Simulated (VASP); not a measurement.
# HfB (Fm-3m) in VASP: further runs

HfB is run at these levels: RPBE, PBE; tasks: single point.

Program: VASP 6.6.1. These are calculated values, not measurements. Logs are shortened: lines on timing, memory, paths and dates and some standing lists are left out, and cuts for length are marked.

## Step 1: The cell of the first run

The structure is cubic, space group Fm-3m (No. 225). Conventional cell: a = 4.620 Å, b = 4.620 Å, c = 4.620 Å, α = 90.00°, β = 90.00°, γ = 90.00°. Hf (site symmetry m-3m) has 6 B at 2.31 Å within 3.1 Å. B (site symmetry m-3m) has 6 Hf at 2.31 Å within 3.1 Å.

## Step 2: Single point, RPBE, collinear spin, ferromagnetic start

The input, INCAR:

```
PREC = Accurate ; ENCUT = 520
EDIFF = 1E-6 ; ISMEAR = -1
SIGMA = 0.05 ; LREAL = F
LASPH = T ; NELM = 150
ALGO = Normal ; ISIF = 2
LWAVE = F ; LCHARG = F
ISPIN = 2 ; MAGMOM = 1.2 0
LORBIT = 11 ; NUPDOWN = 1.2
LMAXMIX = 4 ; GGA = RP
NBANDS = 18
```

The input, KPOINTS:

```
regular mesh
0
Gamma
  11 11 11
```

The input, POSCAR:

```
HfB
1.0
    0.0000000000      2.3100000000      2.3100000000
    2.3100000000      0.0000000000      2.3100000000
    2.3100000000      2.3100000000      0.0000000000
Hf B
1 1
Direct
    0.5000000000      0.5000000000      0.5000000000
    0.0000000000      0.0000000000      0.0000000000
```

Potentials or basis: VASP PAW PBE potentials, release 64 (Hf_pv, B).

The run is started by

```sh
> cat potpaw_PBE.64/Hf_pv/POTCAR potpaw_PBE.64/B/POTCAR > POTCAR
> mpirun -np 1 vasp_std > vasp.out
```

OUTCAR:

```text
PREC = Accurate
   ENCUT = 520
   EDIFF = 1E-6
   ISMEAR = -1
   LREAL = F
   LASPH = T
   NELM = 150
   ISIF = 2
   ISPIN = 2
   LORBIT = 11
   NUPDOWN = 1.2
   GGA = RP

 ion  position               nearest neighbor table
   1  0.500  0.500  0.500-   2 2.31   2 2.31   2 2.31   2 2.31   2 2.31   2 2.31
   2  0.000  0.000  0.000-   1 2.31   1 2.31   1 2.31   1 2.31   1 2.31   1 2.31

  LATTYP: Found a face centered cubic cell.
 ALAT       =     4.6200000000

  Lattice vectors:

 A1 = (   0.0000000000,   2.3100000000,   2.3100000000)
 A2 = (   2.3100000000,   0.0000000000,   2.3100000000)
 A3 = (   2.3100000000,   2.3100000000,   0.0000000000)

Analysis of symmetry for initial positions (statically):
=====================================================================
 Subroutine PRICEL returns:
 Original cell was already a primitive cell.

 Routine SETGRP: Setting up the symmetry group for a
 face centered cubic supercell.

 Subroutine GETGRP returns: Found 48 space group operations
[... 9 lines left out ...]

 Routine SETGRP: Setting up the symmetry group for a
 face centered cubic supercell.

 Subroutine GETGRP returns: Found 48 space group operations
 (whereof 48 operations were pure point group operations)
 out of a pool of 48 trial point group operations.

The dynamic configuration has the point symmetry O_h .

Analysis of structural, dynamic, and magnetic symmetry:
=====================================================================
 Subroutine PRICEL returns:
 Original cell was already a primitive cell.

 Routine SETGRP: Setting up the symmetry group for a
 face centered cubic supercell.

 Subroutine GETGRP returns: Found 48 space group operations
 (whereof 48 operations were pure point group operations)
 out of a pool of 48 trial point group operations.

The overall configuration has the point symmetry O_h .

 Subroutine INISYM returns: Found 48 space group operations
[... 5 lines left out ...]
                                     Primitive cell

  volume of cell :      24.6528

  direct lattice vectors                    reciprocal lattice vectors
     0.000000000  2.310000000  2.310000000    -0.216450216  0.216450216  0.216450216
     2.310000000  0.000000000  2.310000000     0.216450216 -0.216450216  0.216450216
     2.310000000  2.310000000  0.000000000     0.216450216  0.216450216 -0.216450216

  length of vectors
     3.266833329  3.266833329  3.266833329     0.374902772  0.374902772  0.374902772

  position of ions in fractional coordinates (direct lattice)
[... 90 lines left out ...]
   NELECT =      13.0000    total number of electrons
   NUPDOWN=       1.2000    fix difference up-down
   EMIN   =  10.00;   EMAX   =-10.00  energy-range for DOS
   EFERMI =   0.00;   METHOD = LEGACY
   ISMEAR =    -1;   SIGMA  =   0.05  broadening in eV -4-tet -1-fermi 0-gaus
   EFERMI_NEDOS =   21; number of points for ismear=-14 and -15
   IALGO  =     38    algorithm
   IMIX   =      4    mixing-type and parameters
     AMIX     =   0.40;   BMIX     =  1.00
     AMIX_MAG =   1.60;   BMIX_MAG =  1.00
  volume/ion in A,a.u.               =      12.33        83.18
  Fermi-wavevector in a.u.,A,eV,Ry     =   1.322617  2.499383 23.800871  1.749315
  Thomas-Fermi vector in A             =   2.452285
   LORBIT       =     11    0 simple, 1 ext, 2 COOP (PROOUT), +10 PAW based schemes
   GGA     = RP    functional components
   LHFCALC =     F    Hartree Fock is set to
   AEXX    =    0.0000 exact exchange contribution
   IVDW    =     0    specifies the selected vdW correction
   LEPSILON=     F    determine dielectric tensor
   LRPA    =     F    only Hartree local field effects (RPA)
 spin polarized calculation
  energy-cutoff  :      520.00
  volume of cell :       24.65
 maximum number of plane-waves:       674
   NGX = 13   NGY = 13   NGZ = 13

 number of electron      13.0000002 magnetization       1.2000000

 Free energy of the ion-electron system (eV)
  ---------------------------------------------------
  ext. energy  EPLUGINS =         0.00000000
  ---------------------------------------------------
  free energy    TOTEN  =       -15.70430496 eV

  energy without entropy =      -15.69474101  energy(sigma->0) =      -15.69952298

 E-fermi :   4.8838     XC(G=0): -12.2445

 val. band max:        7.2193309097   @ k =   0.0000   0.0000   0.0000
 cond. band min:       4.8947476695   @ k =   0.3636   0.2727   0.0000
 fundamental gap:     -2.3245832403
 Fermi energy:         7.3217993997

 spin component 1

 k-point     1 :       0.0000    0.0000    0.0000
  band No.  band energies     occupation
      1     -23.2263      1.00000
      2     -23.2263      1.00000
      3     -23.2263      1.00000
      4      -4.7416      1.00000
      5       7.2193      0.88589
      6       7.2193      0.88589
[... 493 lines left out ...]
     17      25.8395      0.00000
     18      26.2593      0.00000

 [... further k-points ...]

 spin component 2

 k-point     1 :       0.0000    0.0000    0.0000
  band No.  band energies     occupation
      1     -23.0039      1.00000
      2     -23.0039      1.00000
      3     -23.0039      1.00000
      4      -3.9691      1.00000
      5       7.6699      0.00000
      6       7.6699      0.00000
[... 493 lines left out ...]
     17      26.4303      0.00000
     18      26.7683      0.00000

 [... further k-points ...]
[... 5 lines left out ...]
  --------------------------------------------------------------------------------------
  -------------------------------------------------------------------------------------
  Total        6.0870603      6.0870603      6.0870603      0.0000000     -0.0000000      0.0000000
  in kB      395.5963282    395.5963282    395.5963282      0.0000000     -0.0000000      0.0000000
  external PRESSURE =     395.5963282 kB  Pullay stress =       0.0000000 kB

 VOLUME and BASIS-vectors are now :
 -----------------------------------------------------------------------------
  energy-cutoff  :      520.00
  volume of cell :       24.65
      direct lattice vectors                 reciprocal lattice vectors
     0.000000000  2.310000000  2.310000000    -0.216450216  0.216450216  0.216450216
     2.310000000  0.000000000  2.310000000     0.216450216 -0.216450216  0.216450216
     2.310000000  2.310000000  0.000000000     0.216450216  0.216450216 -0.216450216

 POSITION                                       TOTAL-FORCE (eV/Angst)
 -----------------------------------------------------------------------------------
      2.31000      2.31000      2.31000         0.000000     -0.000000     -0.000000
      0.00000      0.00000      0.00000         0.000000      0.000000      0.000000
 -----------------------------------------------------------------------------------
    total drift:                                0.000000     -0.000000      0.000000

  FREE ENERGIE OF THE ION-ELECTRON SYSTEM (eV)
  ---------------------------------------------------
  free  energy   TOTEN  =       -15.7043049553 eV

  energy  without entropy=      -15.6947410061  energy(sigma->0) =      -15.69952298

 total charge

# of ion       s       p       d       tot
------------------------------------------
    1        0.358   6.686   1.830   8.873
    2        0.803   1.161   0.000   1.963
--------------------------------------------------
tot          1.160   7.846   1.830  10.836

 magnetization (x)

# of ion       s       p       d       tot
------------------------------------------
    1        0.006   0.103   0.401   0.510
    2        0.021   0.366   0.000   0.387
--------------------------------------------------
tot          0.027   0.469   0.401   0.896
```

OSZICAR:

```text
N       E                     dE             d eps       ncg     rms          rms(c)
DAV:   1     0.317443188411E+02    0.31744E+02   -0.66250E+03  4040   0.683E+02
DAV:   2    -0.159887739243E+02   -0.47733E+02   -0.45352E+02  5098   0.180E+02
DAV:   3    -0.171250833665E+02   -0.11363E+01   -0.11267E+01  4826   0.190E+01
DAV:   4    -0.171278825562E+02   -0.27992E-02   -0.27986E-02  4766   0.110E+00
DAV:   5    -0.171278883318E+02   -0.57756E-05   -0.57755E-05  4494   0.482E-02    0.679E+01
DAV:   6    -0.157592145894E+02    0.13687E+01   -0.18667E+00  4278   0.752E+00    0.442E+01
DAV:   7    -0.157080956830E+02    0.51119E-01   -0.42963E-01  4472   0.407E+00    0.198E+01
DAV:   8    -0.157134262688E+02   -0.53306E-02   -0.31086E-02  4418   0.123E+00    0.383E+00
DAV:   9    -0.157032022979E+02    0.10224E-01   -0.25020E-02  4326   0.944E-01    0.417E-01
DAV:  10    -0.157042598324E+02   -0.10575E-02   -0.21609E-03  4452   0.335E-01    0.188E-01
DAV:  11    -0.157042880241E+02   -0.28192E-04   -0.21717E-04  4370   0.972E-02    0.106E-01
DAV:  12    -0.157043032243E+02   -0.15200E-04   -0.32634E-05  4338   0.398E-02    0.438E-02
DAV:  13    -0.157043048973E+02   -0.16730E-05   -0.36681E-06  4500   0.119E-02    0.542E-03
DAV:  14    -0.157043049553E+02   -0.58070E-07   -0.27069E-07  2272   0.336E-03
   1 F= -.15704305E+02 E0= -.15699523E+02  d E =-.956395E-02  mag=     1.2000
```

Run time: 19 s. Hardware: 1 thread of Intel Xeon 6975P-C, shared host; peak memory 0.17 GiB.

Results:

| Property | Result |
| --- | --- |
| Free energy | -15.7043 eV |
| Pressure | 39.6 GPa |
| Net moment | 1.20 μB per cell |
| Site moments | Hf +0.51; B +0.39 μB |
| Valence electrons inside the program's atomic spheres | Hf 8.87; B 1.96 |

Caveat: the PAW data sets were made with another functional, which shifts forces and pressure a little; spin-orbit coupling is left out, which moves the levels of the heavy elements; the total moment is fixed, so each spin has its own Fermi level.

## Step 3: Single point, PBE, collinear spin, zero start

The input, INCAR:

```
PREC = Accurate
ENCUT = 520
EDIFF = 1E-6
ISMEAR = -1
SIGMA = 0.05
LREAL = False
LASPH = True
NELM = 150
ALGO = Normal
ISIF = 2
LWAVE = False
LCHARG = False
ISPIN = 2
MAGMOM = 0 0
LORBIT = 11
NUPDOWN = 0.0
LMAXMIX = 4
GGA = PE
NBANDS = 18
```

KPOINTS is that of step 2.

POSCAR is that of step 2.

Potentials or basis: VASP PAW PBE potentials, release 64 (Hf_pv, B).

The run is started by

```sh
> cat potpaw_PBE.64/Hf_pv/POTCAR potpaw_PBE.64/B/POTCAR > POTCAR
> mpirun -np 1 vasp_std > vasp.out
```

OUTCAR:

```text
PREC = Accurate
   ENCUT = 520
   EDIFF = 1E-6
   ISMEAR = -1
   LREAL = False
   LASPH = True
   NELM = 150
   ISIF = 2
   ISPIN = 2
   LORBIT = 11
   NUPDOWN = 0.0
   GGA = PE

 ion  position               nearest neighbor table
   1  0.500  0.500  0.500-   2 2.31   2 2.31   2 2.31   2 2.31   2 2.31   2 2.31
   2  0.000  0.000  0.000-   1 2.31   1 2.31   1 2.31   1 2.31   1 2.31   1 2.31

  LATTYP: Found a face centered cubic cell.
 ALAT       =     4.6200000000

  Lattice vectors:

 A1 = (   0.0000000000,   2.3100000000,   2.3100000000)
 A2 = (   2.3100000000,   0.0000000000,   2.3100000000)
 A3 = (   2.3100000000,   2.3100000000,   0.0000000000)

Analysis of symmetry for initial positions (statically):
=====================================================================
 Subroutine PRICEL returns:
 Original cell was already a primitive cell.

 Routine SETGRP: Setting up the symmetry group for a
 face centered cubic supercell.

 Subroutine GETGRP returns: Found 48 space group operations
[... 9 lines left out ...]

[... 681 lines left out ...]
     18      26.4272      0.00000

 [... further k-points ...]

 spin component 2

 k-point     1 :       0.0000    0.0000    0.0000
  band No.  band energies     occupation
      1     -23.1691      1.00000
      2     -23.1691      1.00000
      3     -23.1691      1.00000
      4      -4.4470      1.00000
      5       7.3281      0.00000
      6       7.3281      0.00000
[... 493 lines left out ...]
     17      26.0321      0.00000
     18      26.4272      0.00000

 [... further k-points ...]
[... 5 lines left out ...]
  --------------------------------------------------------------------------------------
  -------------------------------------------------------------------------------------
  Total        4.7139049      4.7139049      4.7139049      0.0000000      0.0000000      0.0000000
  in kB      306.3553439    306.3553439    306.3553439      0.0000000      0.0000000      0.0000000
  external PRESSURE =     306.3553439 kB  Pullay stress =       0.0000000 kB

 VOLUME and BASIS-vectors are now :
 -----------------------------------------------------------------------------
  energy-cutoff  :      520.00
  volume of cell :       24.65
      direct lattice vectors                 reciprocal lattice vectors
     0.000000000  2.310000000  2.310000000    -0.216450216  0.216450216  0.216450216
     2.310000000  0.000000000  2.310000000     0.216450216 -0.216450216  0.216450216
     2.310000000  2.310000000  0.000000000     0.216450216  0.216450216 -0.216450216

 POSITION                                       TOTAL-FORCE (eV/Angst)
 -----------------------------------------------------------------------------------
      2.31000      2.31000      2.31000        -0.000000     -0.000000     -0.000000
      0.00000      0.00000      0.00000         0.000000      0.000000      0.000000
 -----------------------------------------------------------------------------------
    total drift:                               -0.000000     -0.000000      0.000000

  FREE ENERGIE OF THE ION-ELECTRON SYSTEM (eV)
  ---------------------------------------------------
  free  energy   TOTEN  =       -17.1514709664 eV

  energy  without entropy=      -17.1412552357  energy(sigma->0) =      -17.14636310

 total charge

# of ion       s       p       d       tot
------------------------------------------
    1        0.356   6.668   1.870   8.894
    2        0.798   1.154   0.000   1.952
--------------------------------------------------
tot          1.154   7.822   1.870  10.846

 magnetization (x)

# of ion       s       p       d       tot
------------------------------------------
    1       -0.000   0.000  -0.000  -0.000
    2       -0.000   0.000   0.000   0.000
--------------------------------------------------
tot         -0.000   0.000  -0.000  -0.000
```

OSZICAR:

```text
N       E                     dE             d eps       ncg     rms          rms(c)
DAV:   1     0.298700197861E+02    0.29870E+02   -0.65963E+03  4040   0.681E+02
DAV:   2    -0.176714314983E+02   -0.47541E+02   -0.45080E+02  5126   0.180E+02
DAV:   3    -0.187887362259E+02   -0.11173E+01   -0.11074E+01  4832   0.189E+01
DAV:   4    -0.187914956838E+02   -0.27595E-02   -0.27589E-02  4774   0.109E+00
DAV:   5    -0.187915014517E+02   -0.57679E-05   -0.57682E-05  4460   0.481E-02    0.666E+01
DAV:   6    -0.172222029266E+02    0.15693E+01   -0.19536E+00  4290   0.773E+00    0.419E+01
DAV:   7    -0.171825133149E+02    0.39690E-01   -0.47521E-01  4432   0.419E+00    0.989E+00
DAV:   8    -0.171513578464E+02    0.31155E-01   -0.57300E-02  4306   0.147E+00    0.110E+00
DAV:   9    -0.171514635332E+02   -0.10569E-03   -0.34094E-03  4400   0.359E-01    0.159E-01
DAV:  10    -0.171514695660E+02   -0.60328E-05   -0.34233E-05  4570   0.366E-02    0.533E-02
DAV:  11    -0.171514709366E+02   -0.13706E-05   -0.16165E-06  3664   0.938E-03    0.113E-02
DAV:  12    -0.171514709664E+02   -0.29810E-07   -0.30253E-07  2280   0.395E-03
   1 F= -.17151471E+02 E0= -.17146363E+02  d E =-.102157E-01  mag=    -0.0000
```

stdout:

```text
POSCAR found type information on POSCAR HfB
 POSCAR found :  2 types and       2 ions
 scaLAPACK will be used
 LDA part: xc-table for (Slater+PW92), standard interpolation
 POSCAR, INCAR and KPOINTS ok, starting setup
 FFT: planning ... GRIDC
 FFT: planning ... GRID_SOFT
 FFT: planning ... GRID
 WAVECAR not read
 entering main loop
```

It took 12 s on 1 thread of Intel Xeon 6975P-C (Granite Rapids), shared host; peak memory 0.17 GiB.

What came out:

* Free energy: -17.1515 eV
* Pressure: 30.6 GPa
* Net moment: 0.00 μB per cell
* Valence electrons inside the program's atomic spheres: Hf 8.89; B 1.95

Caveat: spin-orbit coupling is left out, which moves the levels of the heavy elements; the total moment is fixed, so each spin has its own Fermi level.

## Step 4: Single point, PBE, collinear spin, ferromagnetic start

The input, INCAR:

```
SYSTEM = HfB
PREC = Accurate
ENCUT = 520
EDIFF = 1E-6
ISMEAR = -1
SIGMA = 0.05
LREAL = .False.
LASPH = .True.
NELM = 150
ALGO = Normal
ISIF = 2
LWAVE = .False.
LCHARG = .False.
ISPIN = 2
MAGMOM = 0.6 0
LORBIT = 11
LMAXMIX = 4
GGA = PE
NBANDS = 18
```

The input, KPOINTS:

```
regular mesh
0
Gamma
  11 11 11
  0 0 0
```

POSCAR is that of step 3.

The run is started by

```sh
> cat potpaw_PBE.64/Hf_pv/POTCAR potpaw_PBE.64/B/POTCAR > POTCAR
> mpirun -np 1 vasp_std > vasp.out
```

It took 14 s on 1 thread of Intel Xeon 6975P-C (Granite Rapids), shared host; peak memory 0.18 GiB.

Results (log left out):

| Item | Value |
| --- | --- |
| Free energy | -17.1515 eV |
| Pressure | 30.7 GPa |
| Net moment | 0.00 μB per cell |
| Valence electrons inside the program's atomic spheres | Hf 8.89; B 1.95 |

Levels at points of the mesh, in eV from the Fermi level:
Spin up:
```tsv
k point	band 3	band 4	band 5	band 6	band 7	band 8	band 9	band 10	band 11	band 12
(0.00, 0.00, 0.00)	-28.35	-9.63	2.15	2.15	2.15	3.91	3.91	3.91	4.18	4.18
```
Spin down:
```
           k point  band 4  band 5  band 6  band 7  band 8  band 9  band 10  band 11
(0.00, 0.00, 0.00)   -9.63    2.15    2.15    2.15    3.91    3.91     3.91     4.18
```

Caveat: spin-orbit coupling is left out, which moves the levels of the heavy elements.

(Part 1 of 2 ends here.)
